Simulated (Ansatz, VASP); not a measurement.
MnF2: VASP beside Ansatz

```
Mn F
1.0
     4.86197    0.00000    0.00000
     0.00000    4.86197    0.00000
     0.00000    0.00000    2.73260
Mn F
2 4
Cartesian
  0.0000 0.0000 0.0000
  2.4310 2.4310 1.3663
  1.4019 1.4019 0.0000
  1.0291 3.8329 1.3663
  3.4601 3.4601 0.0000
  3.8329 1.0291 1.3663
```

Alike in both runs: functional PBE; k mesh 4 × 4 × 6; occupations gaussian, width 0.1 eV; no spin polarisation.

Ansatz relaxed the structure, and its values are those at the end. VASP's run is a single point on that final structure, the one shown.

|  | VASP | Ansatz |
| --- | --- | --- |
| version | VASP 6.6.1 | Ansatz 0.2.0 |
| potentials or method | VASP PAW PBE potentials, release 64 (Mn_pv, F), cutoff 520 eV | scalar-relativistic, plane waves, PAW |
| valence electrons in the cell | 54 | 58 |

Ansatz gave:

* gap on the k mesh at the Fermi level (eV): none
* pressure (GPa): 0.0
* rms of the force components (eV/Å): 0.001

Q: Which values does VASP return?

A: gap on the k mesh at the Fermi level (eV): none; pressure (GPa): 0.5; rms of the force components (eV/Å): 0.012.

A gap of «none» marks a metal or a gap that the smearing closes. VASP's potentials hold 54 valence electrons a cell and Ansatz's 58, so a difference there can come from the potentials and not from the codes.

The k mesh is coarse, so the values compare programs but aren't converged.
